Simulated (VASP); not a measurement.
Runs of VASP 6.6.1 on SrTiO3. The structure is that of space group Pm-3m (No. 221), or close to it. The cells are those of the table. 

```tsv
cell	gap on the mesh (eV)	pressure (GPa)
a = 3.815 Å, 5 atoms	1.98	20.6
a = 4.014 Å, 5 atoms	1.70	-8.2
a = 3.897 Å, 5 atoms	1.87	6.2
a = 3.772 Å, 5 atoms	(a)	29.7
a = 3.975 Å, 5 atoms	1.75	-4.2
a = 4.063 Å, 5 atoms	(b)	-12.7
a = 3.856 Å, 5 atoms	1.93	12.8
```

Alike in all rows: task single point; level PBE; potentials or basis VASP PAW PBE potentials, release 64 (Sr_sv, Ti_sv, O); no spin polarisation; k mesh 8 × 8 × 8; cutoff (eV) 520; smearing gaussian 0.02 eV.

Question: Estimate the missing entries.

Answer: (a) 2.04; (b) 1.63.

Caveats: the cell stands under pressure (at least some runs); the cell stands under tension (at least some runs).

A k mesh can miss the band edges, and the runs leave out spin-orbit coupling on Sr.
